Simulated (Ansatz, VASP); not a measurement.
## Pt2I in VASP and in Ansatz

The input INCAR:

```
ALGO = Normal
EDIFF = 1E-7
ENCUT = 520
GGA = PE
ISIF = 2
ISMEAR = 0
LASPH = T
LCHARG = T
LELF = T
LREAL = F
LVHAR = T
LWAVE = F
NBANDS = 20
NELM = 80
PREC = Accurate
SIGMA = 0.1
```

The input KPOINTS:

```
k-points
0
Gamma
  6 6 6
```

The input POSCAR:

```
Pt2I
1.0
   -1.9280861124      1.9280861124      4.7298362444
    1.9280861124     -1.9280861124      4.7298362444
    1.9280861124      1.9280861124     -4.7298362444
Pt I
2 1
Direct
    0.6650000000      0.6650000000      0.0000000000
    0.3350000000      0.3350000000      0.0000000000
    0.0000000000      0.0000000000      0.0000000000
```

Input for Ansatz:

```yaml
crystal:
  lattice:
    - [-1.9280861124, 1.9280861124, 4.7298362444]
    - [1.9280861124, -1.9280861124, 4.7298362444]
    - [1.9280861124, 1.9280861124, -4.7298362444]
  atoms:
    - { symbol: Pt, position: [0.665, 0.665, 0.0] }
    - { symbol: Pt, position: [0.335, 0.335, 0.0] }
    - { symbol: I, position: [0.0, 0.0, 0.0] }
basis:
  ecutwfc: 420
kpoints:
  mp_grid: { grid: [6, 6, 6] }
hamiltonian:
  xc: pbe
scf:
  occupations: { method: gaussian, width: 0.1 }
  lower_state_search: "off"
output:
  forces: true
  stress: true
  eigenvalues: true
```

Alike in both runs: task single point; functional PBE; k mesh 6 × 6 × 6; occupations gaussian, width 0.1 eV; no spin polarisation.

|  | VASP | Ansatz |
| --- | --- | --- |
| version | VASP 6.6.1 | Ansatz 0.2.0 |
| potentials or method | VASP PAW PBE potentials, release 64 (Pt, I), cutoff 520 eV | scalar-relativistic, plane waves, PAW |
| valence electrons in the cell | 27 | 53 |

VASP gave:

```
gap on the k mesh at the Fermi level (eV)                     : none
pressure (GPa)                                                : -16.0
traceless stress, the component that is largest in VASP (GPa) : -2.61
rms of the force components (eV/Å)                            : 0.199
```

Estimate Ansatz's values.

gap on the k mesh at the Fermi level (eV): none; pressure (GPa): -15.8; traceless stress, the component that is largest in VASP (GPa): -2.58; rms of the force components (eV/Å): 0.201.

Atom by atom the forces differ by 0.002 eV/Å (rms over components). A gap of «none» marks a metal or a gap that the smearing closes. With one functional, cell and mesh, what is left measures potentials, basis and numerics. VASP's potentials hold 27 valence electrons a cell and Ansatz's 53, so a difference there can come from the potentials and not from the codes.

The k mesh is coarse, so the values compare programs but aren't converged. Spin-orbit coupling is off throughout.
